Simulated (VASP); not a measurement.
# InSb (Pm-3m) in VASP: single point with PBE+D3(BJ)

Aim: the single point of InSb with PBE+D3(BJ).

All numbers are computed with VASP 6.6.1; they aren't measurements. Logs are shortened: lines on timing, memory, paths and dates and some standing lists are left out, and cuts for length are marked.

## 1. The cell of the first run

It takes space group Pm-3m (No. 221, cubic). The conventional cell has a = 3.808 Å, b = 3.808 Å, c = 3.808 Å, α = 90.00°, β = 90.00°, γ = 90.00°. Within 4.3 Å of In (site symmetry m-3m) lie 8 Sb at 3.30 Å and 6 In at 3.81 Å. Within 4.3 Å of Sb (site symmetry m-3m) lie 8 In at 3.30 Å and 6 Sb at 3.81 Å.

## 2. Single point, PBE+D3(BJ)

INCAR reads:

```
SYSTEM = InSb
PREC     = Accurate       ! precision mode
ENCUT    = 520            ! plane-wave cutoff, eV
EDIFF    = 1E-6           ! SCF threshold, eV
ISMEAR   = 0              ! smearing method
SIGMA    = 0.1            ! smearing width, eV
LREAL    = .False.        ! projectors in reciprocal space
LASPH    = .True.         ! aspherical terms in the spheres
NELM     = 80             ! most SCF steps
ALGO     = Normal         ! electronic algorithm
ISIF     = 2              ! what is computed and relaxed
LWAVE    = .False.        ! write WAVECAR
LCHARG   = .False.        ! write CHGCAR
GGA      = PE             ! functional
IVDW     = 12             ! dispersion correction
NBANDS   = 16             ! bands
```

KPOINTS reads:

```
regular mesh
0
Gamma
  6 6 6
  0 0 0
```

POSCAR reads:

```
InSb
1.0
    3.8076520000      0.0000000000      0.0000000000
    0.0000000000      3.8076520000      0.0000000000
    0.0000000000      0.0000000000      3.8076520000
In Sb
1 1
Direct
    0.0000000000      0.0000000000      0.0000000000
    0.5000000000      0.5000000000      0.5000000000
```

Potentials or basis: VASP PAW PBE potentials, release 64 (In_d, Sb).

Run with:

```
> cat potpaw_PBE.64/In_d/POTCAR potpaw_PBE.64/Sb/POTCAR > POTCAR
> mpirun -np 1 vasp_std > vasp.out
```

OUTCAR:

```text
SYSTEM = InSb
   PREC = Accurate
   ENCUT = 520
   EDIFF = 1E-6
   ISMEAR = 0
   LREAL = .False.
   LASPH = .True.
   NELM = 80
   ISIF = 2
   GGA = PE
   IVDW = 12
 IVDW          = 12

 ion  position               nearest neighbor table
   1  0.000  0.000  0.000-   2 3.30   2 3.30   2 3.30   2 3.30   2 3.30   2 3.30   2 3.30   2 3.30

   2  0.500  0.500  0.500-   1 3.30   1 3.30   1 3.30   1 3.30   1 3.30   1 3.30   1 3.30   1 3.30

  LATTYP: Found a simple cubic cell.
 ALAT       =     3.8076520000

  Lattice vectors:

 A1 = (   3.8076520000,   0.0000000000,   0.0000000000)
 A2 = (   0.0000000000,   3.8076520000,   0.0000000000)
 A3 = (   0.0000000000,   0.0000000000,   3.8076520000)

Analysis of symmetry for initial positions (statically):
=====================================================================
 Subroutine PRICEL returns:
 Original cell was already a primitive cell.

 Routine SETGRP: Setting up the symmetry group for a
 simple cubic supercell.

 Subroutine GETGRP returns: Found 48 space group operations
 (whereof 48 operations were pure point group operations)
 out of a pool of 48 trial point group operations.

The static configuration has the point symmetry O_h .

Analysis of symmetry for dynamics (positions and initial velocities):
=====================================================================
 Subroutine PRICEL returns:
 Original cell was already a primitive cell.

 Routine SETGRP: Setting up the symmetry group for a
 simple cubic supercell.

 Subroutine GETGRP returns: Found 48 space group operations
 (whereof 48 operations were pure point group operations)
 out of a pool of 48 trial point group operations.

The dynamic configuration has the point symmetry O_h .

 Subroutine INISYM returns: Found 48 space group operations
 (whereof 48 operations are pure point group operations),
 and found     1 'primitive' translations

----------------------------------------------------------------------------------------

                                     Primitive cell

  volume of cell :      55.2042

  direct lattice vectors                    reciprocal lattice vectors
     3.807652000  0.000000000  0.000000000     0.262629043  0.000000000  0.000000000
     0.000000000  3.807652000  0.000000000     0.000000000  0.262629043  0.000000000
     0.000000000  0.000000000  3.807652000     0.000000000  0.000000000  0.262629043

  length of vectors
     3.807652000  3.807652000  3.807652000     0.262629043  0.262629043  0.262629043

  position of ions in fractional coordinates (direct lattice)
     0.000000000  0.000000000  0.000000000
     0.500000000  0.500000000  0.500000000

  ion indices of the primitive-cell ions
   primitive index   ion index
                 1           1
                 2           2

----------------------------------------------------------------------------------------

 KPOINTS: regular mesh

Automatic generation of k-mesh.
 Grid dimensions read from file:
 generate k-points for:    6    6    6

 Generating k-lattice:

  Cartesian coordinates                     Fractional coordinates (reciprocal lattice)
     0.043771507  0.000000000  0.000000000     0.166666667  0.000000000  0.000000000
     0.000000000  0.043771507  0.000000000     0.000000000  0.166666667  0.000000000
     0.000000000  0.000000000  0.043771507     0.000000000  0.000000000  0.166666667

  Length of vectors
     0.043771507  0.043771507  0.043771507

  Shift w.r.t. Gamma in fractional coordinates (k-lattice)
     0.000000000  0.000000000  0.000000000

 Subroutine IBZKPT returns following result:
 ===========================================

 Found     20 irreducible k-points:

 Following reciprocal coordinates:
            Coordinates               Weight
  0.000000  0.000000  0.000000      1.000000
  0.166667  0.000000  0.000000      6.000000
  0.333333  0.000000  0.000000      6.000000
  0.500000  0.000000  0.000000      3.000000
  0.166667  0.166667  0.000000     12.000000
  0.333333  0.166667  0.000000     24.000000
[... 12 lines left out ...]
  0.500000  0.500000  0.333333      6.000000
  0.500000  0.500000  0.500000      1.000000
   k-points           NKPTS =     20   k-points in BZ     NKDIM =     20   number of bands    NBANDS=     16
   number of dos      NEDOS =    301   number of ions     NIONS =      2
   total plane-waves  NPLWV =  21952
   dimension x,y,z NGX =    28 NGY =   28 NGZ =   28
   dimension x,y,z NGXF=    56 NGYF=   56 NGZF=   56
   ions per type =               1   1
   NGX,Y,Z   is equivalent  to a cutoff of  12.23, 12.23, 12.23 a.u.
   NGXF,Y,Z  is equivalent  to a cutoff of  24.45, 24.45, 24.45 a.u.
 SYSTEM =  InSb
   PREC   = accura    normal or accurate (medium, high low for compatibility)
   ISTART =      0    job   : 0-new  1-cont  2-samecut
   ICHARG =      2    charge: 1-file 2-atom 10-const
   ISPIN  =      1    spin polarized calculation?
   LNONCOLLINEAR =      F non collinear calculations
   LSORBIT =      F    spin-orbit coupling
   LASPH  =      T    aspherical Exc in radial PAW
   ENCUT  =  520.0 eV  38.22 Ry    6.18 a.u.   7.08  7.08  7.08*2*pi/ulx,y,z
   NELM   =     80;   NELMIN=  2; NELMDL= -5     # of ELM steps
   EDIFF  = 0.1E-05   stopping-criterion for ELM
   LREAL  =      F    real-space projection
   EDIFFG = 0.1E-04   stopping-criterion for IOM
   NSW    =      0    number of steps for IOM
   IBRION =     -1    ionic relax: 0-MD 1-quasi-New 2-CG
   NFREE  =      0    steps in history (QN), initial steepest desc. (CG)
   ISIF   =      2    stress and relaxation
   ISYM   =      2    0-nonsym 1-usesym 2-fastsym
   POTIM  = 0.5000    time-step for ionic-motion
   TEBEG  =    0.0;   TEEND  =   0.0 temperature during run
   PSTRESS=    0.0 pullay stress
   NELECT =      18.0000    total number of electrons
   NUPDOWN=      -1.0000    fix difference up-down
   EMIN   =  10.00;   EMAX   =-10.00  energy-range for DOS
   EFERMI =   0.00;   METHOD = LEGACY
   ISMEAR =     0;   SIGMA  =   0.10  broadening in eV -4-tet -1-fermi 0-gaus
   EFERMI_NEDOS =   21; number of points for ismear=-14 and -15
   IALGO  =     38    algorithm
   IMIX   =      4    mixing-type and parameters
     AMIX     =   0.40;   BMIX     =  1.00
     AMIX_MAG =   1.60;   BMIX_MAG =  1.00
  volume/ion in A,a.u.               =      27.60       186.27
  Fermi-wavevector in a.u.,A,eV,Ry     =   1.126787  2.129318 17.274616  1.269648
  Thomas-Fermi vector in A             =   2.263470
   LORBIT       =      0    0 simple, 1 ext, 2 COOP (PROOUT), +10 PAW based schemes
   GGA     = PE    functional components
   LHFCALC =     F    Hartree Fock is set to
   AEXX    =    0.0000 exact exchange contribution
   IVDW    =    12    specifies the selected vdW correction
   LEPSILON=     F    determine dielectric tensor
   LRPA    =     F    only Hartree local field effects (RPA)
 non-spin polarized calculation
 Gauss-broadening in eV      SIGMA  =   0.10
  energy-cutoff  :      520.00
  volume of cell :       55.20
 maximum number of plane-waves:      1503
   NGX = 15   NGY = 15   NGZ = 15

 number of electron      17.9999988 magnetization

 Free energy of the ion-electron system (eV)
  ---------------------------------------------------
  ext. energy  EPLUGINS =         0.00000000
  ---------------------------------------------------
  free energy    TOTEN  =        -6.49329016 eV

  energy without entropy =       -6.48378685  energy(sigma->0) =       -6.48853851

 E-fermi :   7.4184     XC(G=0): -10.0595

 val. band max:        7.4066142365   @ k =   0.1667   0.1667   0.0000
 cond. band min:       7.4254064365   @ k =   0.1667   0.0000   0.0000
 fundamental gap:      0.0187922000
 Fermi energy:         7.4184444447

 k-point     1 :       0.0000    0.0000    0.0000
  band No.  band energies     occupation
      1      -7.0748      2.00000
      2      -7.0748      2.00000
      3      -6.9703      2.00000
      4      -6.9703      2.00000
      5      -6.9703      2.00000
      6      -3.8641      2.00000
[... 8 lines left out ...]
     15      15.6602      0.00000
     16      19.4776      0.00000

 k-point     2 :       0.1667    0.0000    0.0000
  band No.  band energies     occupation
      1      -7.0730      2.00000
      2      -7.0504      2.00000
      3      -6.9814      2.00000
      4      -6.9814      2.00000
      5      -6.9697      2.00000
      6      -3.6044      2.00000
[... 8 lines left out ...]
     15      14.4764      0.00000
     16      17.7450      0.00000

 k-point     3 :       0.3333    0.0000    0.0000
  band No.  band energies     occupation
      1      -7.0695      2.00000
      2      -7.0035      2.00000
      3      -7.0035      2.00000
      4      -7.0023      2.00000
      5      -6.9685      2.00000
      6      -2.8946      2.00000
[... 8 lines left out ...]
     15      15.6349      0.00000
     16      17.0651      0.00000

 k-point     4 :       0.5000    0.0000    0.0000
  band No.  band energies     occupation
      1      -7.0678      2.00000
      2      -7.0144      2.00000
      3      -7.0144      2.00000
      4      -6.9783      2.00000
      5      -6.9679      2.00000
      6      -2.3019      2.00000
[... 8 lines left out ...]
     15      14.4921      0.00000
     16      20.0810      0.00000
[... 248 lines left out ...]
 k-point    18 :       0.5000    0.3333    0.3333
  band No.  band energies     occupation
      1      -7.0684      2.00000
      2      -7.0541      2.00000
      3      -7.0376      2.00000
      4      -6.9494      2.00000
      5      -6.9231      2.00000
      6      -0.7359      2.00000
[... 8 lines left out ...]
     15      19.4924      0.00000
     16      20.3870      0.00000

 k-point    19 :       0.5000    0.5000    0.3333
  band No.  band energies     occupation
      1      -7.0793      2.00000
      2      -7.0519      2.00000
      3      -7.0519      2.00000
      4      -6.9356      2.00000
      5      -6.9082      2.00000
      6      -0.4336      2.00000
[... 8 lines left out ...]
     15      21.6100      0.00000
     16      21.6100      0.00000

 k-point    20 :       0.5000    0.5000    0.5000
  band No.  band energies     occupation
      1      -7.0681      2.00000
      2      -7.0681      2.00000
      3      -7.0681      2.00000
      4      -6.9076      2.00000
      5      -6.9076      2.00000
      6      -0.2119      2.00000
[... 8 lines left out ...]
     15      23.3984      0.00000
     16      23.9509      0.00000

------------------------ aborting loop because EDIFF is reached ----------------------------------------

 Edisp (eV)   -0.81841

 E8    (eV) :    -0.3912

  FORCE on cell =-STRESS in cart. coord.  units (eV):
  Direction    XX          YY          ZZ          XY          YZ          ZX
  --------------------------------------------------------------------------------------
  -------------------------------------------------------------------------------------
  Total      -0.92636    -0.92636    -0.92636     0.00000     0.00000    -0.00000
  in kB     -26.88561   -26.88561   -26.88561     0.00000     0.00000    -0.00000
  external pressure =      -26.89 kB  Pullay stress =        0.00 kB

 VOLUME and BASIS-vectors are now :
 -----------------------------------------------------------------------------
  energy-cutoff  :      520.00
  volume of cell :       55.20
      direct lattice vectors                 reciprocal lattice vectors
     3.807652000  0.000000000  0.000000000     0.262629043  0.000000000  0.000000000
     0.000000000  3.807652000  0.000000000     0.000000000  0.262629043  0.000000000
     0.000000000  0.000000000  3.807652000     0.000000000  0.000000000  0.262629043

 POSITION                                       TOTAL-FORCE (eV/Angst)
 -----------------------------------------------------------------------------------
      0.00000      0.00000      0.00000         0.000000      0.000000      0.000000
      1.90383      1.90383      1.90383         0.000000      0.000000      0.000000
 -----------------------------------------------------------------------------------
    total drift:                               -0.000000      0.000000     -0.000000

  FREE ENERGIE OF THE ION-ELECTRON SYSTEM (eV)
  ---------------------------------------------------
  free  energy   TOTEN  =        -7.3116965257 eV

  energy  without entropy=       -7.3021932156  energy(sigma->0) =       -7.30694487
```

It took 11 s on 1 thread of AMD EPYC 7R13 (Zen 3), shared host; peak memory 0.14 GiB.

Results:

```yaml
Free_energy: -7.3117 eV
Pressure: -2.7 GPa
Band_gap_on_the_k_mesh: zero (band 9 reaches 8.64 eV, above the bottom of band 10 at 5.35 eV)
Dispersion_energy_per_atom: -0.409 eV
```

Caveat: spin-orbit coupling is left out, which moves the levels of the heavy elements; pairwise dispersion overbinds metals, which lowers pressure and volume.
